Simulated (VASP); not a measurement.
Runs of VASP 6.6.1 on Si. The structure is that of space group I4_1/amd (No. 141), or close to it. The cells are those of the table. 

| level | cell | k mesh | grid for exact exchange (PRECFOCK) | share of exact exchange | screening parameter | gap on the mesh (eV) | pressure (GPa) |
| --- | --- | --- | --- | --- | --- | --- | --- |
| HF | a = 3.684 Å, angles 97.8, 97.8, 136.8°, 2 atoms | 6 × 6 × 6 | Normal | 1 | - | none | -1.1 |
| PBE0 | a = 3.607 Å, angles 97.8, 97.8, 136.8°, 2 atoms | 8 × 8 × 8 | Normal | 0.25 | - | none | (a) |
| PBEsol | a = 3.583 Å, angles 97.8, 97.8, 136.8°, 2 atoms | 11 × 11 × 11 | - | - | - | none | (b) |
| HSE06 | a = 3.667 Å, angles 96.8, 96.8, 139.6°, 2 atoms | 6 × 6 × 6 | Normal | 0.25 | 0.2079 1/Å | none | -0.4 |
| PBEsol-based screened hybrid with 25 % exact exchange | a = 3.652 Å, angles 96.8, 96.8, 139.7°, 2 atoms | 6 × 6 × 6 | Normal | 0.25 | 0.207 1/Å | none | -0.1 |

Alike in all rows: task single point; potentials or basis VASP PAW PBE potentials, release 64 (Si); no spin polarisation; cutoff (eV) 520; smearing fermi-dirac 0.05 eV.

Question: Fill in the values left out.

Answer: (a) 0.6; (b) 3.4.

Caveats: some runs use coarse meshes; the PAW data sets were made with another functional, which shifts forces and pressure a little; the cell stands under pressure (at least some runs).

A gap of «none» marks levels without a gap at the run's occupations.
